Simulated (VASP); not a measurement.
# BaO (Fm-3m) in VASP: single point with PBEsol

Aim: the single point of BaO with PBEsol.

Program: VASP 6.6.1. These are calculated values, not measurements. Logs are shortened: lines on timing, memory, paths and dates and some standing lists are left out, and cuts for length are marked.

### 1 The cell of the first run

It takes space group Fm-3m (No. 225, cubic). The conventional cell has a = 5.491 Å, b = 5.491 Å, c = 5.491 Å, α = 90.00°, β = 90.00°, γ = 90.00°. Ba (site symmetry m-3m) has 6 O at 2.75 Å within 3.6 Å. O (site symmetry m-3m) has 6 Ba at 2.75 Å within 3.6 Å.

### 2 Single point, PBEsol

INCAR

```
SYSTEM = BaO
PREC = Accurate ; ENCUT = 1340
EDIFF = 1E-6 ; ISMEAR = 0
SIGMA = 0.01 ; LREAL = .FALSE.
LASPH = .TRUE. ; NELM = 120
ALGO = Normal ; ISIF = 2
LWAVE = .FALSE. ; LCHARG = .TRUE.
GGA = PS ; LELF = .TRUE.
LVHAR = .TRUE. ; NBANDS = 15
GGA_COMPAT = .FALSE.
```

KPOINTS

```
Automatic mesh
0
G
  4 4 4
  0 0 0
```

POSCAR

```
BaO
1.0
    0.0000000000      2.7453059086      2.7453059086
    2.7453059086      0.0000000000      2.7453059086
    2.7453059086      2.7453059086      0.0000000000
Ba O
1 1
Direct
    0.0000000000      0.0000000000      0.0000000000
    0.5000000000      0.5000000000      0.5000000000
```

Potentials or basis: VASP PAW PBE potentials, release 64 (Ba_sv, O_h).

Launch:

```sh
$ cat potpaw_PBE.64/Ba_sv/POTCAR potpaw_PBE.64/O_h/POTCAR > POTCAR
$ mpirun -np 1 vasp_std > vasp.out
```

OUTCAR:

```text
SYSTEM = BaO
   PREC = Accurate
   ENCUT = 1340
   EDIFF = 1E-6
   ISMEAR = 0
   LREAL = .FALSE.
   LASPH = .TRUE.
   NELM = 120
   ISIF = 2
   GGA = PS

 ion  position               nearest neighbor table
   1  0.000  0.000  0.000-   2 2.75   2 2.75   2 2.75   2 2.75   2 2.75   2 2.75
   2  0.500  0.500  0.500-   1 2.75   1 2.75   1 2.75   1 2.75   1 2.75   1 2.75

  LATTYP: Found a face centered cubic cell.
 ALAT       =     5.4906118172

  Lattice vectors:

 A1 = (   0.0000000000,   2.7453059086,   2.7453059086)
 A2 = (   2.7453059086,   0.0000000000,   2.7453059086)
 A3 = (   2.7453059086,   2.7453059086,   0.0000000000)

Analysis of symmetry for initial positions (statically):
=====================================================================
 Subroutine PRICEL returns:
 Original cell was already a primitive cell.

 Routine SETGRP: Setting up the symmetry group for a
 face centered cubic supercell.

 Subroutine GETGRP returns: Found 48 space group operations
 (whereof 48 operations were pure point group operations)
 out of a pool of 48 trial point group operations.

The static configuration has the point symmetry O_h .

Analysis of symmetry for dynamics (positions and initial velocities):
=====================================================================
 Subroutine PRICEL returns:
 Original cell was already a primitive cell.

 Routine SETGRP: Setting up the symmetry group for a
 face centered cubic supercell.

 Subroutine GETGRP returns: Found 48 space group operations
 (whereof 48 operations were pure point group operations)
 out of a pool of 48 trial point group operations.

The dynamic configuration has the point symmetry O_h .

 Subroutine INISYM returns: Found 48 space group operations
 (whereof 48 operations are pure point group operations),
 and found     1 'primitive' translations

----------------------------------------------------------------------------------------

                                     Primitive cell

  volume of cell :      41.3811

  direct lattice vectors                    reciprocal lattice vectors
     0.000000000  2.745305909  2.745305909    -0.182129066  0.182129066  0.182129066
     2.745305909  0.000000000  2.745305909     0.182129066 -0.182129066  0.182129066
     2.745305909  2.745305909  0.000000000     0.182129066  0.182129066 -0.182129066

  length of vectors
     3.882448849  3.882448849  3.882448849     0.315456795  0.315456795  0.315456795

  position of ions in fractional coordinates (direct lattice)
     0.000000000  0.000000000  0.000000000
     0.500000000  0.500000000  0.500000000

  ion indices of the primitive-cell ions
   primitive index   ion index
                 1           1
                 2           2

----------------------------------------------------------------------------------------

 KPOINTS: Automatic mesh

Automatic generation of k-mesh.
 Grid dimensions read from file:
 generate k-points for:    4    4    4

 Generating k-lattice:

  Cartesian coordinates                     Fractional coordinates (reciprocal lattice)
    -0.045532266  0.045532266  0.045532266     0.250000000  0.000000000  0.000000000
     0.045532266 -0.045532266  0.045532266     0.000000000  0.250000000  0.000000000
     0.045532266  0.045532266 -0.045532266     0.000000000  0.000000000  0.250000000

  Length of vectors
     0.078864199  0.078864199  0.078864199

  Shift w.r.t. Gamma in fractional coordinates (k-lattice)
     0.000000000  0.000000000  0.000000000

 Subroutine IBZKPT returns following result:
 ===========================================

 Found      8 irreducible k-points:

 Following reciprocal coordinates:
            Coordinates               Weight
  0.000000  0.000000  0.000000      1.000000
  0.250000  0.000000  0.000000      8.000000
  0.500000  0.000000  0.000000      4.000000
  0.250000  0.250000  0.000000      6.000000
  0.500000  0.250000  0.000000     24.000000
 -0.250000  0.250000  0.000000     12.000000
  0.500000  0.500000  0.000000      3.000000
 -0.250000  0.500000  0.250000      6.000000
   k-points           NKPTS =      8   k-points in BZ     NKDIM =      8   number of bands    NBANDS=     15
   number of dos      NEDOS =    301   number of ions     NIONS =      2
   total plane-waves  NPLWV = 110592
   dimension x,y,z NGX =    48 NGY =   48 NGZ =   48
   dimension x,y,z NGXF=    96 NGYF=   96 NGZF=   96
   ions per type =               1   1
   NGX,Y,Z   is equivalent  to a cutoff of  20.55, 20.55, 20.55 a.u.
   NGXF,Y,Z  is equivalent  to a cutoff of  41.11, 41.11, 41.11 a.u.
 SYSTEM =  BaO
   PREC   = accura    normal or accurate (medium, high low for compatibility)
   ISTART =      0    job   : 0-new  1-cont  2-samecut
   ICHARG =      2    charge: 1-file 2-atom 10-const
   ISPIN  =      1    spin polarized calculation?
   LNONCOLLINEAR =      F non collinear calculations
   LSORBIT =      F    spin-orbit coupling
   LASPH  =      T    aspherical Exc in radial PAW
   ENCUT  = 1340.0 eV  98.49 Ry    9.92 a.u.  11.59 11.59 11.59*2*pi/ulx,y,z
   NELM   =    120;   NELMIN=  2; NELMDL= -5     # of ELM steps
   EDIFF  = 0.1E-05   stopping-criterion for ELM
   LREAL  =      F    real-space projection
[... 7 lines left out ...]
   TEBEG  =    0.0;   TEEND  =   0.0 temperature during run
   PSTRESS=    0.0 pullay stress
   NELECT =      16.0000    total number of electrons
   NUPDOWN=      -1.0000    fix difference up-down
   EMIN   =  10.00;   EMAX   =-10.00  energy-range for DOS
   EFERMI =   0.00;   METHOD = LEGACY
   ISMEAR =     0;   SIGMA  =   0.01  broadening in eV -4-tet -1-fermi 0-gaus
   EFERMI_NEDOS =   21; number of points for ismear=-14 and -15
   IALGO  =     38    algorithm
   IMIX   =      4    mixing-type and parameters
     AMIX     =   0.40;   BMIX     =  1.00
     AMIX_MAG =   1.60;   BMIX_MAG =  1.00
  volume/ion in A,a.u.               =      20.69       139.63
  Fermi-wavevector in a.u.,A,eV,Ry     =   1.192653  2.253787 19.353213  1.422421
  Thomas-Fermi vector in A             =   2.328686
   LORBIT       =      0    0 simple, 1 ext, 2 COOP (PROOUT), +10 PAW based schemes
   GGA     = PS    functional components
   LHFCALC =     F    Hartree Fock is set to
   AEXX    =    0.0000 exact exchange contribution
   IVDW    =     0    specifies the selected vdW correction
   LEPSILON=     F    determine dielectric tensor
   LRPA    =     F    only Hartree local field effects (RPA)
 non-spin polarized calculation
 Gauss-broadening in eV      SIGMA  =   0.01
  energy-cutoff  :     1340.00
  volume of cell :       41.38
 maximum number of plane-waves:      4645
 NGX is ok and might be reduce to    48
   NGX = 23   NGY = 23   NGZ = 23

 number of electron      16.0000000 magnetization

 Free energy of the ion-electron system (eV)
  ---------------------------------------------------
  ext. energy  EPLUGINS =         0.00000000
  ---------------------------------------------------
  free energy    TOTEN  =       -12.39546433 eV

  energy without entropy =      -12.39546433  energy(sigma->0) =      -12.39546433

 E-fermi :   2.1626     XC(G=0):  -9.9785

 val. band max:        2.0883953925   @ k =   0.5000   0.5000   0.0000
 cond. band min:       3.8535397267   @ k =   0.5000   0.5000   0.0000
 fundamental gap:      1.7651443342
 Fermi energy:         2.1626298229

 k-point     1 :       0.0000    0.0000    0.0000
  band No.  band energies     occupation
      1     -23.7712      2.00000
      2     -12.9194      2.00000
      3      -8.2063      2.00000
      4      -8.2063      2.00000
      5      -8.2063      2.00000
      6       1.6631      2.00000
      7       1.6631      2.00000
      8       1.6631      2.00000
      9       5.5578      0.00000
     10       6.6930      0.00000
     11       6.6930      0.00000
     12       6.6930      0.00000
     13       9.0488      0.00000
     14       9.0488      0.00000
     15      11.8499      0.00000

 k-point     2 :       0.2500    0.0000    0.0000
  band No.  band energies     occupation
      1     -23.6283      2.00000
      2     -13.3269      2.00000
      3      -8.3285      2.00000
      4      -8.2720      2.00000
      5      -8.2720      2.00000
      6       0.6446      2.00000
      7       0.9951      2.00000
      8       0.9951      2.00000
      9       6.4571      0.00000
     10       7.8147      0.00000
     11       7.8147      0.00000
     12       7.8540      0.00000
     13      10.5119      0.00000
     14      10.5119      0.00000
     15      15.0330      0.00000

 k-point     3 :       0.5000    0.0000    0.0000
  band No.  band energies     occupation
      1     -23.4770      2.00000
      2     -13.7364      2.00000
      3      -8.4329      2.00000
      4      -8.3343      2.00000
      5      -8.3343      2.00000
      6      -0.0803      2.00000
      7       0.4565      2.00000
      8       0.4565      2.00000
      9       6.9666      0.00000
     10       9.3007      0.00000
     11       9.3007      0.00000
     12      10.2286      0.00000
     13      12.8110      0.00000
     14      12.8110      0.00000
     15      15.5129      0.00000
[... 55 lines left out ...]
 k-point     7 :       0.5000    0.5000    0.0000
  band No.  band energies     occupation
      1     -23.3998      2.00000
      2     -13.1250      2.00000
      3      -9.8410      2.00000
      4      -8.8514      2.00000
      5      -8.8514      2.00000
      6       1.8848      2.00000
      7       1.8848      2.00000
      8       2.0884      2.00000
      9       3.8535      0.00000
     10       8.1092      0.00000
     11      11.0975      0.00000
     12      11.4605      0.00000
     13      12.0280      0.00000
     14      12.0280      0.00000
     15      15.5651      0.00000

 k-point     8 :      -0.2500    0.5000    0.2500
  band No.  band energies     occupation
      1     -23.3934      2.00000
      2     -13.3437      2.00000
      3      -9.3820      2.00000
      4      -9.3820      2.00000
      5      -8.2749      2.00000
      6       0.6214      2.00000
      7       1.8570      2.00000
      8       1.8570      2.00000
      9       6.5978      0.00000
     10       6.5978      0.00000
     11       9.0089      0.00000
     12      12.0248      0.00000
     13      12.0523      0.00000
     14      14.0064      0.00000
     15      15.4625      0.00000

------------------------ aborting loop because EDIFF is reached ----------------------------------------

  FORCE on cell =-STRESS in cart. coord.  units (eV):
  Direction    XX          YY          ZZ          XY          YZ          ZX
  --------------------------------------------------------------------------------------
  -------------------------------------------------------------------------------------
  Total        0.4827597      0.4827597      0.4827597     -0.0000000     -0.0000000     -0.0000000
  in kB       18.6912930     18.6912930     18.6912930     -0.0000000     -0.0000000     -0.0000000
  external PRESSURE =      18.6912930 kB  Pullay stress =       0.0000000 kB

 VOLUME and BASIS-vectors are now :
 -----------------------------------------------------------------------------
  energy-cutoff  :     1340.00
  volume of cell :       41.38
      direct lattice vectors                 reciprocal lattice vectors
     0.000000000  2.745305909  2.745305909    -0.182129066  0.182129066  0.182129066
     2.745305909  0.000000000  2.745305909     0.182129066 -0.182129066  0.182129066
     2.745305909  2.745305909  0.000000000     0.182129066  0.182129066 -0.182129066

 POSITION                                       TOTAL-FORCE (eV/Angst)
 -----------------------------------------------------------------------------------
      0.00000      0.00000      0.00000        -0.000000     -0.000000     -0.000000
      2.74531      2.74531      2.74531         0.000000      0.000000      0.000000
 -----------------------------------------------------------------------------------
    total drift:                               -0.000000     -0.000000     -0.000000

  FREE ENERGIE OF THE ION-ELECTRON SYSTEM (eV)
  ---------------------------------------------------
  free  energy   TOTEN  =       -12.3954643274 eV

  energy  without entropy=      -12.3954643274  energy(sigma->0) =      -12.39546433
```

Wall time 46 s (1 thread of AMD EPYC 7R43 (Zen 3), shared host); peak memory 0.28 GiB.

Results:

| Property | Result |
| --- | --- |
| Free energy | -12.3955 eV |
| Pressure | 1.9 GPa |
| Band gap on the k mesh | 1.77 eV |

Caveat: the k points lie up to 0.50 Å⁻¹ apart; the PAW data sets were made with another functional, which shifts forces and pressure a little; spin-orbit coupling is left out, which moves the levels of the heavy elements.
